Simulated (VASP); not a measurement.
# Na2S (Fm-3m) in VASP: single point with PBE0

Aim: the single point of Na2S with PBE0.

All numbers are computed with VASP 6.6.1; they aren't measurements. Logs are shortened: lines on timing, memory, paths and dates and some standing lists are left out, and cuts for length are marked.

## Step 1: The cell of the first run

The structure is cubic, space group Fm-3m (No. 225). The conventional cell has a = 6.511 Å, b = 6.511 Å, c = 6.511 Å, α = 90.00°, β = 90.00°, γ = 90.00°. Within 3.7 Å of Na (site symmetry -43m) lie 4 S at 2.82 Å and 6 Na at 3.26 Å. Within 3.7 Å of S (site symmetry m-3m) lie 8 Na at 2.82 Å.

## Step 2: Single point, PBE0

Contents of POSCAR:

```
Na2S
1.0
    0.0000000000      3.2554374458      3.2554374458
    3.2554374458      0.0000000000      3.2554374458
    3.2554374458      3.2554374458      0.0000000000
Na S
2 1
Direct
    0.2500000000      0.2500000000      0.2500000000
    0.7500000000      0.7500000000      0.7500000000
    0.0000000000      0.0000000000      0.0000000000
```

Contents of INCAR.step1:

```
SYSTEM = Na2S
  PREC = Accurate
  ENCUT = 400
  EDIFF = 1E-5
  ISMEAR = 0
  SIGMA = 0.01
  LREAL = .FALSE.
  LASPH = .TRUE.
  NELM = 120
  ALGO = Normal
  ISIF = 2
  LWAVE = .TRUE.
  GGA = PE
  NBANDS = 17
  GGA_COMPAT = .FALSE.
```

Contents of INCAR.step2:

```
SYSTEM = Na2S
  PREC = Accurate
  ENCUT = 400
  EDIFF = 1E-6
  ISMEAR = 0
  SIGMA = 0.01
  LREAL = .FALSE.
  LASPH = .TRUE.
  NELM = 120
  ALGO = Normal
  ISIF = 2
  LWAVE = .FALSE.
  LCHARG = .TRUE.
  GGA = PE
  LHFCALC = .TRUE.
  AEXX = 0.25
  PRECFOCK = Normal
  LELF = .TRUE.
  LVHAR = .TRUE.
  ISTART = 1
  NBANDS = 17
  GGA_COMPAT = .FALSE.
```

Contents of KPOINTS:

```
Automatic mesh
0
G
  6 6 6
  0 0 0
```

Potentials or basis: VASP PAW PBE potentials, release 64 (Na_pv, S).

The run is started by

```sh
> cat potpaw_PBE.64/Na_pv/POTCAR potpaw_PBE.64/S/POTCAR > POTCAR
> cp INCAR.step1 INCAR
> mpirun -np 1 vasp_std > vasp.out
> cp INCAR.step2 INCAR
> mpirun -np 1 vasp_std > vasp.out
```

OUTCAR:

```text
SYSTEM = Na2S
   PREC = Accurate
   ENCUT = 400
   EDIFF = 1E-6
   ISMEAR = 0
   LREAL = .FALSE.
   LASPH = .TRUE.
   NELM = 120
   ISIF = 2
   GGA = PE
   LHFCALC = .TRUE.
   AEXX = 0.25
   PRECFOCK = Normal
   ISTART = 1

 ion  position               nearest neighbor table
   1  0.250  0.250  0.250-
   2  0.750  0.750  0.750-
   3  0.000  0.000  0.000-

  LATTYP: Found a face centered cubic cell.
 ALAT       =     6.5108748916

  Lattice vectors:

 A1 = (   0.0000000000,   3.2554374458,   3.2554374458)
 A2 = (   3.2554374458,   0.0000000000,   3.2554374458)
 A3 = (   3.2554374458,   3.2554374458,   0.0000000000)

Analysis of symmetry for initial positions (statically):
=====================================================================
 Subroutine PRICEL returns:
 Original cell was already a primitive cell.

 Routine SETGRP: Setting up the symmetry group for a
 face centered cubic supercell.

 Subroutine GETGRP returns: Found 48 space group operations
 (whereof 48 operations were pure point group operations)
 out of a pool of 48 trial point group operations.

The static configuration has the point symmetry O_h .

Analysis of symmetry for dynamics (positions and initial velocities):
=====================================================================
 Subroutine PRICEL returns:
 Original cell was already a primitive cell.

 Routine SETGRP: Setting up the symmetry group for a
 face centered cubic supercell.

 Subroutine GETGRP returns: Found 48 space group operations
 (whereof 48 operations were pure point group operations)
 out of a pool of 48 trial point group operations.

The dynamic configuration has the point symmetry O_h .

 Subroutine INISYM returns: Found 48 space group operations
 (whereof 48 operations are pure point group operations),
 and found     1 'primitive' translations

----------------------------------------------------------------------------------------

                                     Primitive cell

  volume of cell :      69.0014

  direct lattice vectors                    reciprocal lattice vectors
     0.000000000  3.255437446  3.255437446    -0.153589190  0.153589190  0.153589190
     3.255437446  0.000000000  3.255437446     0.153589190 -0.153589190  0.153589190
     3.255437446  3.255437446  0.000000000     0.153589190  0.153589190 -0.153589190

  length of vectors
     4.603883787  4.603883787  4.603883787     0.266024280  0.266024280  0.266024280

  position of ions in fractional coordinates (direct lattice)
     0.250000000  0.250000000  0.250000000
     0.750000000  0.750000000  0.750000000
     0.000000000  0.000000000  0.000000000

  ion indices of the primitive-cell ions
   primitive index   ion index
                 1           1
                 2           2
                 3           3

----------------------------------------------------------------------------------------

 KPOINTS: Automatic mesh

Automatic generation of k-mesh.
 Grid dimensions read from file:
 generate k-points for:    6    6    6

 Generating k-lattice:

  Cartesian coordinates                     Fractional coordinates (reciprocal lattice)
    -0.025598198  0.025598198  0.025598198     0.166666667  0.000000000  0.000000000
     0.025598198 -0.025598198  0.025598198     0.000000000  0.166666667  0.000000000
     0.025598198  0.025598198 -0.025598198     0.000000000  0.000000000  0.166666667

  Length of vectors
     0.044337380  0.044337380  0.044337380

  Shift w.r.t. Gamma in fractional coordinates (k-lattice)
     0.000000000  0.000000000  0.000000000

 Subroutine IBZKPT returns following result:
 ===========================================

 Found     16 irreducible k-points:

 Following reciprocal coordinates:
            Coordinates               Weight
  0.000000  0.000000  0.000000      1.000000
  0.166667  0.000000  0.000000      8.000000
  0.333333  0.000000  0.000000      8.000000
  0.500000  0.000000  0.000000      4.000000
  0.166667  0.166667  0.000000      6.000000
  0.333333  0.166667  0.000000     24.000000
[... 8 lines left out ...]
 -0.333333  0.333333  0.166667     24.000000
 -0.333333  0.500000  0.166667     12.000000
   k-points           NKPTS =     16   k-points in BZ     NKDIM =    216   number of bands    NBANDS=     17
   number of dos      NEDOS =    301   number of ions     NIONS =      3
   total plane-waves  NPLWV =  27000
   dimension x,y,z NGX =    30 NGY =   30 NGZ =   30
   dimension x,y,z NGXF=    60 NGYF=   60 NGZF=   60
   ions per type =               2   1
   NGX,Y,Z   is equivalent  to a cutoff of  10.83, 10.83, 10.83 a.u.
   NGXF,Y,Z  is equivalent  to a cutoff of  21.67, 21.67, 21.67 a.u.
 SYSTEM =  Na2S
   PREC   = accura    normal or accurate (medium, high low for compatibility)
   ISTART =      1    job   : 0-new  1-cont  2-samecut
   ICHARG =      0    charge: 1-file 2-atom 10-const
   ISPIN  =      1    spin polarized calculation?
   LNONCOLLINEAR =      F non collinear calculations
   LSORBIT =      F    spin-orbit coupling
   LASPH  =      T    aspherical Exc in radial PAW
   ENCUT  =  400.0 eV  29.40 Ry    5.42 a.u.   7.51  7.51  7.51*2*pi/ulx,y,z
   NELM   =    120;   NELMIN=  2; NELMDL=  0     # of ELM steps
   EDIFF  = 0.1E-05   stopping-criterion for ELM
   LREAL  =      F    real-space projection
   EDIFFG = 0.1E-04   stopping-criterion for IOM
   NSW    =      0    number of steps for IOM
   IBRION =     -1    ionic relax: 0-MD 1-quasi-New 2-CG
   NFREE  =      0    steps in history (QN), initial steepest desc. (CG)
   ISIF   =      2    stress and relaxation
   ISYM   =      3    0-nonsym 1-usesym 2-fastsym
   POTIM  = 0.5000    time-step for ionic-motion
   TEBEG  =    0.0;   TEEND  =   0.0 temperature during run
   PSTRESS=    0.0 pullay stress
   NELECT =      20.0000    total number of electrons
   NUPDOWN=      -1.0000    fix difference up-down
   EMIN   =  10.00;   EMAX   =-10.00  energy-range for DOS
   EFERMI =   0.00;   METHOD = LEGACY
   ISMEAR =     0;   SIGMA  =   0.01  broadening in eV -4-tet -1-fermi 0-gaus
   EFERMI_NEDOS =   21; number of points for ismear=-14 and -15
   IALGO  =     38    algorithm
   IMIX   =      1    mixing-type and parameters
     AMIX     =   0.40;   BMIX     =  1.00
     AMIX_MAG =   1.60;   BMIX_MAG =  1.00
  volume/ion in A,a.u.               =      23.00       155.21
  Fermi-wavevector in a.u.,A,eV,Ry     =   1.083425  2.047376 15.970648  1.173809
  Thomas-Fermi vector in A             =   2.219491
   LORBIT       =      0    0 simple, 1 ext, 2 COOP (PROOUT), +10 PAW based schemes
   GGA     = PE    functional components
   LHFCALC =     T    Hartree Fock is set to
   PRECFOCK=normal    Normal, Fast or Accurate (Low or Medium for compatibility)
   ENCUT4O =  -1.0   cutoff for four orbital integrals eV
   NKREDX  =     1    reduce k-point grid by
   NKREDY  =     1    reduce k-point grid by
   NKREDZ  =     1    reduce k-point grid by
   AEXX    =    0.2500 exact exchange contribution
   HFSCREEN=    0.0000 screening length (either q_TF or 0.3 A-1)
   HFSCREENC=   0.0000 screening length for correlation (either q_TF or 0.3 A-1)
   ENCUTFOCK=  -1.0 apply spherical cutoff to Coloumb kernel
   IVDW    =     0    specifies the selected vdW correction
   LEPSILON=     F    determine dielectric tensor
   LRPA    =     F    only Hartree local field effects (RPA)
 non-spin polarized calculation
 Gauss-broadening in eV      SIGMA  =   0.01
  energy-cutoff  :      400.00
  volume of cell :       69.00
 maximum number of plane-waves:      1272
  NGX = 24; NGY = 24; NGZ = 24

 number of electron      19.9999976 magnetization

 Free energy of the ion-electron system (eV)
  ---------------------------------------------------
  ext. energy  EPLUGINS =         0.00000000
  ---------------------------------------------------
  free energy    TOTEN  =       -12.40101410 eV

  energy without entropy =      -12.40101410  energy(sigma->0) =      -12.40101410

 E-fermi :  -0.8091     XC(G=0):  -6.2068

 val. band max:       -0.8616245949   @ k =   0.0000   0.0000   0.0000
 cond. band min:       3.3331782913   @ k =   0.0000   0.0000   0.0000
 fundamental gap:      4.1948028862
 Fermi energy:        -0.8090928043

 k-point     1 :       0.0000    0.0000    0.0000
  band No.  band energies     occupation
      1     -25.4201      2.00000
      2     -25.4201      2.00000
      3     -25.4201      2.00000
      4     -25.3676      2.00000
      5     -25.3676      2.00000
      6     -25.3676      2.00000
[... 9 lines left out ...]
     16      10.5225      0.00000
     17      12.3729      0.00000

 k-point     2 :       0.1667    0.0000    0.0000
  band No.  band energies     occupation
      1     -25.4182      2.00000
      2     -25.4169      2.00000
      3     -25.4169      2.00000
      4     -25.3733      2.00000
      5     -25.3714      2.00000
      6     -25.3714      2.00000
[... 9 lines left out ...]
     16      10.0341      0.00000
     17      11.7059      0.00000

 k-point     3 :       0.3333    0.0000    0.0000
  band No.  band energies     occupation
      1     -25.4119      2.00000
      2     -25.4079      2.00000
      3     -25.4079      2.00000
      4     -25.3863      2.00000
      5     -25.3818      2.00000
      6     -25.3818      2.00000
[... 9 lines left out ...]
     16      10.9845      0.00000
     17      11.5975      0.00000

 k-point     4 :       0.5000    0.0000    0.0000
  band No.  band energies     occupation
      1     -25.4032      2.00000
      2     -25.3974      2.00000
      3     -25.3960      2.00000
      4     -25.3960      2.00000
      5     -25.3938      2.00000
      6     -25.3938      2.00000
[... 9 lines left out ...]
     16      12.7383      0.00000
     17      12.7383      0.00000
[... 183 lines left out ...]
      1     -25.4332      2.00000
      2     -25.4238      2.00000
      3     -25.4116      2.00000
      4     -25.3808      2.00000
      5     -25.3724      2.00000
      6     -25.3607      2.00000
[... 9 lines left out ...]
     16      12.4042      0.00000
     17      13.4583      0.00000

 k-point    15 :      -0.3333    0.3333    0.1667
  band No.  band energies     occupation
      1     -25.4363      2.00000
      2     -25.4310      2.00000
      3     -25.3964      2.00000
      4     -25.3963      2.00000
      5     -25.3627      2.00000
      6     -25.3618      2.00000
[... 9 lines left out ...]
     16      11.8713      0.00000
     17      13.4334      0.00000

 k-point    16 :      -0.3333    0.5000    0.1667
  band No.  band energies     occupation
      1     -25.4440      2.00000
      2     -25.4350      2.00000
      3     -25.4142      2.00000
      4     -25.3785      2.00000
      5     -25.3588      2.00000
      6     -25.3556      2.00000
[... 9 lines left out ...]
     16      12.4918      0.00000
     17      13.3189      0.00000

------------------------ aborting loop because EDIFF is reached ----------------------------------------

  FORCE on cell =-STRESS in cart. coord.  units (eV):
  Direction    XX          YY          ZZ          XY          YZ          ZX
  --------------------------------------------------------------------------------------
  -------------------------------------------------------------------------------------
  Total       -0.0143720     -0.0143720     -0.0143720     -0.0000000      0.0000000      0.0000000
  in kB       -0.3337110     -0.3337110     -0.3337110     -0.0000000      0.0000000      0.0000000
  external PRESSURE =      -0.3337110 kB  Pullay stress =       0.0000000 kB

 VOLUME and BASIS-vectors are now :
 -----------------------------------------------------------------------------
  energy-cutoff  :      400.00
  volume of cell :       69.00
      direct lattice vectors                 reciprocal lattice vectors
     0.000000000  3.255437446  3.255437446    -0.153589190  0.153589190  0.153589190
     3.255437446  0.000000000  3.255437446     0.153589190 -0.153589190  0.153589190
     3.255437446  3.255437446  0.000000000     0.153589190  0.153589190 -0.153589190

 POSITION                                       TOTAL-FORCE (eV/Angst)
 -----------------------------------------------------------------------------------
      1.62772      1.62772      1.62772        -0.000000     -0.000000     -0.000000
      4.88316      4.88316      4.88316         0.000000      0.000000      0.000000
      0.00000      0.00000      0.00000         0.000000     -0.000000     -0.000000
 -----------------------------------------------------------------------------------
    total drift:                               -0.000000     -0.000000      0.000000

  FREE ENERGIE OF THE ION-ELECTRON SYSTEM (eV)
  ---------------------------------------------------
  free  energy   TOTEN  =       -12.4010141050 eV

  energy  without entropy=      -12.4010141050  energy(sigma->0) =      -12.40101410
```

Wall time 12 min (1 thread of Intel Xeon 6975P-C (Granite Rapids), shared host); peak memory 0.19 GiB.

What came out:

* Free energy: -12.4010 eV
* Pressure: 0.0 GPa
* Band gap on the k mesh: 4.19 eV

Caveat: the PAW data sets were made with another functional, which shifts forces and pressure a little.
